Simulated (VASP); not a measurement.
# B8P9 (a cell with a defect) in VASP: further runs

Runs on B8P9 (a cell with a defect). Level: PBE. Tasks: single point.

All numbers are computed with VASP 6.6.1; they aren't measurements. Logs are shortened: lines on timing, memory, paths and dates and some standing lists are left out, and cuts for length are marked.

### 1 The cell of the first run

The cell holds a defect, 17 atoms: a = 6.432 Å, b = 6.432 Å, c = 6.432 Å, α = 60.00°, β = 60.00°, γ = 60.00°.

### 2 Single point, PBE

The input, INCAR:

```
PREC = Accurate ; ENCUT = 520
EDIFF = 1E-7 ; ISMEAR = 0
SIGMA = 0.01 ; LREAL = Auto
LASPH = True ; NELM = 100
ALGO = Normal ; ISIF = 2
LWAVE = False ; LCHARG = False
GGA = PE ; NELECT = 68.0
NBANDS = 48
```

The input, KPOINTS:

```
Automatic mesh
0
Gamma
  3 3 3
```

The input, POSCAR:

```
B8P9
1.0
    0.0000000000      4.5481927936     -4.5481927936
    4.5481927936      4.5481927936      0.0000000000
    4.5481927936      0.0000000000     -4.5481927936
B P
8 9
Direct
    0.4952924545      0.4952924545      0.0047075455
    0.4952924545      0.0047075455      0.0047075455
    1.0047075455      0.4952924545      0.0047075455
    1.0000000000      0.0000000000      0.0000000000
    0.5000000000      0.5000000000      0.5000000000
    0.4952924545      0.0047075455      0.4952924545
    1.0047075455      0.4952924545      0.4952924545
    1.0047075455      0.0047075455      0.4952924545
    0.3759288025      0.3759288025      0.3759288025
    0.3759288025      0.8722135924      0.3759288025
    0.8722135924      0.3759288025      0.3759288025
    0.8842854152      0.8842854152      0.3471437545
    0.3759288025      0.3759288025      0.8722135924
    0.3471437545      0.8842854152      0.8842854152
    0.8842854152      0.3471437545      0.8842854152
    0.8842854152      0.8842854152      0.8842854152
    0.7500000000      0.7500000000      0.7500000000
```

Potentials or basis: VASP PAW PBE potentials, release 64 (B, P).

Started as:

```
cat potpaw_PBE.64/B/POTCAR potpaw_PBE.64/P/POTCAR > POTCAR
mpirun -np 1 vasp_std > vasp.out
```

OUTCAR:

```text
PREC = Accurate
   ENCUT = 520
   EDIFF = 1E-7
   ISMEAR = 0
   LREAL = Auto
   LASPH = True
   NELM = 100
   ISIF = 2
   GGA = PE
   NELECT = 68.0

 ion  position               nearest neighbor table
   1  0.495  0.495  0.005-   9 1.95  13 1.95  14 2.05  15 2.05  17 2.32
   2  0.495  0.005  0.005-  10 1.95  13 1.95  14 2.05  16 2.05  17 2.32
   3  0.005  0.495  0.005-  11 1.95  13 1.95  15 2.05  16 2.05  17 2.32
   4  0.000  0.000  0.000-  16 1.82  14 1.82  15 1.82  12 1.82
   5  0.500  0.500  0.500-  11 1.95  13 1.95  10 1.95   9 1.95
   6  0.495  0.005  0.495-   9 1.95  10 1.95  12 2.05  14 2.05  17 2.32
   7  0.005  0.495  0.495-   9 1.95  11 1.95  12 2.05  15 2.05  17 2.32
   8  0.005  0.005  0.495-  10 1.95  11 1.95  12 2.05  16 2.05  17 2.32
   9  0.376  0.376  0.376-   1 1.95   6 1.95   7 1.95   5 1.95
  10  0.376  0.872  0.376-   2 1.95   8 1.95   6 1.95   5 1.95
  11  0.872  0.376  0.376-   3 1.95   8 1.95   7 1.95   5 1.95
  12  0.884  0.884  0.347-   4 1.82   8 2.05   7 2.05   6 2.05  17 2.12
  13  0.376  0.376  0.872-   2 1.95   3 1.95   1 1.95   5 1.95
  14  0.347  0.884  0.884-   4 1.82   2 2.05   1 2.05   6 2.05  17 2.12
  15  0.884  0.347  0.884-   4 1.82   3 2.05   1 2.05   7 2.05  17 2.12
  16  0.884  0.884  0.884-   4 1.82   3 2.05   2 2.05   8 2.05  17 2.12
  17  0.750  0.750  0.750-  12 2.12  14 2.12  15 2.12  16 2.12   7 2.32   8 2.32   1 2.32   2 2.32
                             3 2.32   6 2.32

  LATTYP: Found a face centered cubic cell.
 ALAT       =     9.0963855872

  Lattice vectors:

 A1 = (   0.0000000000,   4.5481927936,  -4.5481927936)
 A2 = (   4.5481927936,   4.5481927936,   0.0000000000)
 A3 = (   4.5481927936,   0.0000000000,  -4.5481927936)

Analysis of symmetry for initial positions (statically):
=====================================================================
 Subroutine PRICEL returns:
 Original cell was already a primitive cell.

 Routine SETGRP: Setting up the symmetry group for a
 face centered cubic supercell.

 Subroutine GETGRP returns: Found 24 space group operations
 (whereof 24 operations were pure point group operations)
 out of a pool of 48 trial point group operations.

The static configuration has the point symmetry T_d .

Analysis of symmetry for dynamics (positions and initial velocities):
=====================================================================
 Subroutine PRICEL returns:
 Original cell was already a primitive cell.

 Routine SETGRP: Setting up the symmetry group for a
 face centered cubic supercell.

 Subroutine GETGRP returns: Found 24 space group operations
 (whereof 24 operations were pure point group operations)
 out of a pool of 48 trial point group operations.

The dynamic configuration has the point symmetry T_d .

 Subroutine INISYM returns: Found 24 space group operations
 (whereof 24 operations are pure point group operations),
 and found     1 'primitive' translations

----------------------------------------------------------------------------------------

                                     Primitive cell

  volume of cell :     188.1684

  direct lattice vectors                    reciprocal lattice vectors
     0.000000000  4.548192794 -4.548192794    -0.109933774  0.109933774 -0.109933774
     4.548192794  4.548192794  0.000000000     0.109933774  0.109933774  0.109933774
     4.548192794  0.000000000 -4.548192794     0.109933774 -0.109933774 -0.109933774

  length of vectors
     6.432115933  6.432115933  6.432115933     0.190410883  0.190410883  0.190410883

  position of ions in fractional coordinates (direct lattice)
     0.495292455  0.495292455  0.004707545
     0.495292455  0.004707545  0.004707545
     0.004707545  0.495292455  0.004707545
     0.000000000  0.000000000  0.000000000
     0.500000000  0.500000000  0.500000000
     0.495292455  0.004707545  0.495292455
[... 9 lines left out ...]
     0.884285415  0.884285415  0.884285415
     0.750000000  0.750000000  0.750000000

  ion indices of the primitive-cell ions
   primitive index   ion index
                 1           1
                 2           2
                 3           3
                 4           4
                 5           5
                 6           6
[... 9 lines left out ...]
                16          16
                17          17

----------------------------------------------------------------------------------------

 KPOINTS: Automatic mesh

Automatic generation of k-mesh.
 Grid dimensions read from file:
 generate k-points for:    3    3    3

 Generating k-lattice:

  Cartesian coordinates                     Fractional coordinates (reciprocal lattice)
    -0.036644591  0.036644591 -0.036644591     0.333333333  0.000000000  0.000000000
     0.036644591  0.036644591  0.036644591     0.000000000  0.333333333  0.000000000
     0.036644591 -0.036644591 -0.036644591     0.000000000  0.000000000  0.333333333

  Length of vectors
     0.063470294  0.063470294  0.063470294

  Shift w.r.t. Gamma in fractional coordinates (k-lattice)
     0.000000000  0.000000000  0.000000000

 Subroutine IBZKPT returns following result:
 ===========================================

 Found      4 irreducible k-points:

 Following reciprocal coordinates:
            Coordinates               Weight
  0.000000  0.000000  0.000000      1.000000
  0.333333  0.000000  0.000000      8.000000
  0.333333  0.333333  0.000000      6.000000
 -0.333333  0.333333  0.000000     12.000000
   k-points           NKPTS =      4   k-points in BZ     NKDIM =      4   number of bands    NBANDS=     48
   number of dos      NEDOS =    301   number of ions     NIONS =     17
   total plane-waves  NPLWV = 110592
   dimension x,y,z NGX =    48 NGY =   48 NGZ =   48
   dimension x,y,z NGXF=    96 NGYF=   96 NGZF=   96
   ions per type =               8   9
   NGX,Y,Z   is equivalent  to a cutoff of  12.41, 12.41, 12.41 a.u.
   NGXF,Y,Z  is equivalent  to a cutoff of  24.81, 24.81, 24.81 a.u.
 SYSTEM =  unknown system
   PREC   = accura    normal or accurate (medium, high low for compatibility)
   ISTART =      0    job   : 0-new  1-cont  2-samecut
   ICHARG =      2    charge: 1-file 2-atom 10-const
   ISPIN  =      1    spin polarized calculation?
   LNONCOLLINEAR =      F non collinear calculations
   LSORBIT =      F    spin-orbit coupling
   LASPH  =      T    aspherical Exc in radial PAW
   ENCUT  =  520.0 eV  38.22 Ry    6.18 a.u.  11.96 11.96 11.96*2*pi/ulx,y,z
   NELM   =    100;   NELMIN=  2; NELMDL= -5     # of ELM steps
   EDIFF  = 0.1E-06   stopping-criterion for ELM
   LREAL  =      T    real-space projection
   EDIFFG = 0.1E-05   stopping-criterion for IOM
   NSW    =      0    number of steps for IOM
   IBRION =     -1    ionic relax: 0-MD 1-quasi-New 2-CG
   NFREE  =      0    steps in history (QN), initial steepest desc. (CG)
   ISIF   =      2    stress and relaxation
   ISYM   =      2    0-nonsym 1-usesym 2-fastsym
   POTIM  = 0.5000    time-step for ionic-motion
   TEBEG  =    0.0;   TEEND  =   0.0 temperature during run
   PSTRESS=    0.0 pullay stress
   NELECT =      68.0000    total number of electrons
   NUPDOWN=      -1.0000    fix difference up-down
   EMIN   =  10.00;   EMAX   =-10.00  energy-range for DOS
   EFERMI =   0.00;   METHOD = LEGACY
   ISMEAR =     0;   SIGMA  =   0.01  broadening in eV -4-tet -1-fermi 0-gaus
   EFERMI_NEDOS =   21; number of points for ismear=-14 and -15
   IALGO  =     38    algorithm
   IMIX   =      4    mixing-type and parameters
     AMIX     =   0.40;   BMIX     =  1.00
     AMIX_MAG =   1.60;   BMIX_MAG =  1.00
  volume/ion in A,a.u.               =      11.07        74.70
  Fermi-wavevector in a.u.,A,eV,Ry     =   1.166082  2.203575 18.500471  1.359746
  Thomas-Fermi vector in A             =   2.302599
   LORBIT       =      0    0 simple, 1 ext, 2 COOP (PROOUT), +10 PAW based schemes
   GGA     = PE    functional components
   LHFCALC =     F    Hartree Fock is set to
   AEXX    =    0.0000 exact exchange contribution
   IVDW    =     0    specifies the selected vdW correction
   LEPSILON=     F    determine dielectric tensor
   LRPA    =     F    only Hartree local field effects (RPA)
 non-spin polarized calculation
 Gauss-broadening in eV      SIGMA  =   0.01
  energy-cutoff  :      520.00
  volume of cell :      188.17
 maximum number of plane-waves:      5066
   NGX = 23   NGY = 23   NGZ = 23

 number of electron      67.9999999 magnetization

 Free energy of the ion-electron system (eV)
  ---------------------------------------------------
  ext. energy  EPLUGINS =         0.00000000
  ---------------------------------------------------
  free energy    TOTEN  =      -107.79160582 eV

  energy without entropy =     -107.78826247  energy(sigma->0) =     -107.78993415

 E-fermi :   9.2980     XC(G=0): -11.1905

 val. band max:        9.2979832960   @ k =   0.3333   0.0000   0.0000
 cond. band min:       9.2979833375   @ k =   0.3333   0.0000   0.0000
 fundamental gap:      0.0000000415
 Fermi energy:         9.2979833167

 k-point     1 :       0.0000    0.0000    0.0000
  band No.  band energies     occupation
      1      -8.6678      2.00000
      2      -5.1855      2.00000
      3      -4.6092      2.00000
      4      -4.6092      2.00000
      5      -4.6092      2.00000
      6      -3.7796      2.00000
[... 38 lines left out ...]
     45      11.6236      0.00000
     46      12.0769      0.00000

 k-point     2 :       0.3333    0.0000    0.0000
  band No.  band energies     occupation
      1      -8.3839      2.00000
      2      -6.1928      2.00000
      3      -4.7982      2.00000
      4      -4.5804      2.00000
      5      -4.5804      2.00000
      6      -3.6317      2.00000
[... 38 lines left out ...]
     45      12.0042      0.00000
     46      12.7216      0.00000

 k-point     3 :       0.3333    0.3333    0.0000
  band No.  band energies     occupation
      1      -8.2867      2.00000
      2      -6.1372      2.00000
      3      -4.9204      2.00000
      4      -4.9204      2.00000
      5      -4.8466      2.00000
      6      -4.3276      2.00000
[... 38 lines left out ...]
     45      12.8602      0.00000
     46      13.0724      0.00000

 k-point     4 :      -0.3333    0.3333    0.0000
  band No.  band energies     occupation
      1      -8.1382      2.00000
      2      -6.3102      2.00000
      3      -5.7447      2.00000
      4      -4.7801      2.00000
      5      -4.5142      2.00000
      6      -3.6594      2.00000
[... 38 lines left out ...]
     45      13.1871      0.00000
     46      13.5175      0.00000
 [bands above 46 left out]

------------------------ aborting loop because EDIFF is reached ----------------------------------------

  FORCE on cell =-STRESS in cart. coord.  units (eV):
  Direction    XX          YY          ZZ          XY          YZ          ZX
  --------------------------------------------------------------------------------------
  -------------------------------------------------------------------------------------
  Total        5.1642229      5.1642229      5.1642229      0.0000000      0.0000000      0.0000000
  in kB       43.9712655     43.9712655     43.9712655      0.0000000      0.0000000      0.0000000
  external PRESSURE =      43.9712655 kB  Pullay stress =       0.0000000 kB

 VOLUME and BASIS-vectors are now :
 -----------------------------------------------------------------------------
  energy-cutoff  :      520.00
  volume of cell :      188.17
      direct lattice vectors                 reciprocal lattice vectors
     0.000000000  4.548192794 -4.548192794    -0.109933774  0.109933774 -0.109933774
     4.548192794  4.548192794  0.000000000     0.109933774  0.109933774  0.109933774
     4.548192794  0.000000000 -4.548192794     0.109933774 -0.109933774 -0.109933774

 POSITION                                       TOTAL-FORCE (eV/Angst)
 -----------------------------------------------------------------------------------
      2.27410      4.50537     -2.27410        -0.000000      0.006663     -0.000000
      0.04282      2.27410     -2.27410        -0.006663     -0.000000     -0.000000
      2.27410      2.27410     -0.04282        -0.000000     -0.000000      0.006663
      0.00000      0.00000      0.00000         0.000000      0.000000     -0.000000
      4.54819      4.54819     -4.54819         0.000000      0.000000     -0.000000
      2.27410      2.27410     -4.50537        -0.000000     -0.000000     -0.006663
[... 9 lines left out ...]
      8.04380      8.04380     -8.04380        -0.010180     -0.010180      0.010180
      6.82229      6.82229     -6.82229         0.000000     -0.000000     -0.000000
 -----------------------------------------------------------------------------------
    total drift:                               -0.000000     -0.000000      0.000000

  FREE ENERGIE OF THE ION-ELECTRON SYSTEM (eV)
  ---------------------------------------------------
  free  energy   TOTEN  =      -107.7916058196 eV

  energy  without entropy=     -107.7882624739  energy(sigma->0) =     -107.78993415
```

Run time: 1.9 min. Hardware: 1 thread of AMD EPYC 7R13, shared host; peak memory 0.29 GiB.

What came out:

```
Free energy   : -107.7916 eV
Largest force : 0.018 eV/Å
```

Forces in eV/Å, atoms in the order of the input:
```
B    0.000  0.007  0.000
B   -0.007  0.000  0.000
B    0.000  0.000  0.007
B    0.000  0.000  0.000
B    0.000  0.000  0.000
B    0.000  0.000 -0.007
B    0.007  0.000  0.000
B    0.000 -0.007  0.000
P    0.010  0.010 -0.010
P   -0.010 -0.010 -0.010
P    0.010 -0.010  0.010
P    0.010 -0.010 -0.010
P   -0.010  0.010  0.010
P   -0.010  0.010 -0.010
P    0.010  0.010  0.010
P   -0.010 -0.010  0.010
P    0.000  0.000  0.000
```

Caveat: the k points lie up to 0.40 Å⁻¹ apart; the cell carries a net charge on a neutralising background, which shifts energy and pressure; the cell is charged against a uniform background, so pressure and absolute levels hang on convention.

### 3 Single point, PBE, collinear spin

The input, INCAR:

```
PREC = Accurate
ENCUT = 520
EDIFF = 1E-7
ISMEAR = 0
SIGMA = 0.01
LREAL = Auto
LASPH = True
NELM = 150
ALGO = Normal
ISIF = 2
LWAVE = False
LCHARG = False
ISPIN = 2
MAGMOM = 0.091 0.091 0.091 0 0 0.091 0.091 0.091 0 0 0 0.091 0 0.091 0.091 0.091 0.091
LORBIT = 11
GGA = PE
NBANDS = 52
```

KPOINTS is that of step 2.

The input, POSCAR:

```
B8P9
1.0
    0.0000000000      4.5481927936     -4.5481927936
    4.5481927936      4.5481927936      0.0000000000
    4.5481927936      0.0000000000     -4.5481927936
B P
8 9
Direct
    0.4963335618      0.4963335618      0.0036664382
    0.4963335618      0.0036664382      0.0036664382
    1.0036664382      0.4963335618      0.0036664382
    1.0000000000      0.0000000000      0.0000000000
    0.5000000000      0.5000000000      0.5000000000
    0.4963335618      0.0036664382      0.4963335618
    1.0036664382      0.4963335618      0.4963335618
    1.0036664382      0.0036664382      0.4963335618
    0.3757362075      0.3757362075      0.3757362075
    0.3757362075      0.8727913776      0.3757362075
    0.8727913776      0.3757362075      0.3757362075
    0.8848394992      0.8848394992      0.3454815023
    0.3757362075      0.3757362075      0.8727913776
    0.3454815023      0.8848394992      0.8848394992
    0.8848394992      0.3454815023      0.8848394992
    0.8848394992      0.8848394992      0.8848394992
    0.7500000000      0.7500000000      0.7500000000
```

Potentials or basis: VASP PAW PBE potentials, release 64 (B, P).

Started as:

```
cat potpaw_PBE.64/B/POTCAR potpaw_PBE.64/P/POTCAR > POTCAR
mpirun -np 1 vasp_std > vasp.out
```

Run time: 4.3 min. Hardware: 1 thread of AMD EPYC 7R13, shared host; peak memory 0.38 GiB.

It converged, with:

```
Free energy                                           : -98.3792 eV
Pressure                                              : 14.2 GPa
Largest force                                         : 0.025 eV/Å
Net moment                                            : 0.00 μB per cell
Valence electrons inside the program's atomic spheres : B 1.89, 2.27, 1.95; P 2.55, 2.52
```

Forces on the atoms (eV/Å):
```
B    0.000 -0.008  0.000
B    0.008  0.000  0.000
B    0.000  0.000 -0.008
B    0.000  0.000  0.000
B    0.000  0.000  0.000
B    0.000  0.000  0.008
B   -0.008  0.000  0.000
B    0.000  0.008  0.000
P   -0.001 -0.001  0.001
P    0.001  0.001  0.001
P   -0.001  0.001 -0.001
P    0.014 -0.014 -0.014
P    0.001 -0.001 -0.001
P   -0.014  0.014 -0.014
P    0.014  0.014  0.014
P   -0.014 -0.014  0.014
P    0.000  0.000  0.000
```

Levels at points of the mesh, in eV from the Fermi level:
Spin up:
| k point | band 32 | band 33 | band 34 | band 35 | band 36 | band 37 | band 38 | band 39 |
| --- | --- | --- | --- | --- | --- | --- | --- | --- |
| (0.00, 0.00, 0.00) | -1.92 | -1.92 | -0.82 | -0.82 | -0.82 | -0.57 | -0.57 | 0.11 |
Spin down:
| k point | band 33 | band 34 | band 35 | band 36 | band 37 | band 38 |
| --- | --- | --- | --- | --- | --- | --- |
| (0.00, 0.00, 0.00) | -1.92 | -0.82 | -0.82 | -0.82 | -0.57 | -0.57 |

Caveat: the k points lie up to 0.40 Å⁻¹ apart.
